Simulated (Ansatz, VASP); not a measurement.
Cd4SeS3 in VASP and in Ansatz

```
Cd Se S
1.0
     4.24133    0.00000    0.00000
    -2.12067    3.67310    0.00000
     0.00000    0.00000   13.83342
Cd Se S
4 1 3
Direct
  0.33333 0.66667 0.00487
  0.33333 0.66667 0.49435
  0.66667 0.33333 0.24956
  0.66667 0.33333 0.76050
  0.33333 0.66667 0.68831
  0.33333 0.66667 0.19082
  0.66667 0.33333 0.43550
  0.66667 0.33333 0.94608
```

Alike in both runs: functional PBE; k mesh 6 × 6 × 2; occupations gaussian, width 0.1 eV; no spin polarisation.

Ansatz relaxed the structure, and its values are those at the end. VASP's run is a single point on that final structure, the one shown.

|  | VASP | Ansatz |
| --- | --- | --- |
| version | VASP 6.6.1 | Ansatz 0.2.0 |
| potentials or method | VASP PAW PBE potentials, release 64 (Cd, Se, S), cutoff 520 eV | scalar-relativistic, plane waves, PAW |
| valence electrons in the cell | 72 | 114 |

VASP gave:

```
gap on the k mesh at the Fermi level (eV) : 0.74
least direct gap on the mesh (eV)         : 0.74
pressure (GPa)                            : 0.3
rms of the force components (eV/Å)        : 0.004
```

Problem. Which values does Ansatz return?

Solution. gap on the k mesh at the Fermi level (eV): 0.74; least direct gap on the mesh (eV): 0.74; pressure (GPa): 0.0; rms of the force components (eV/Å): 0.005.

The functional is the same, so the differences come from potentials, cutoffs and numerics. VASP's potentials hold 72 valence electrons a cell and Ansatz's 114, so a difference there can come from the potentials and not from the codes.
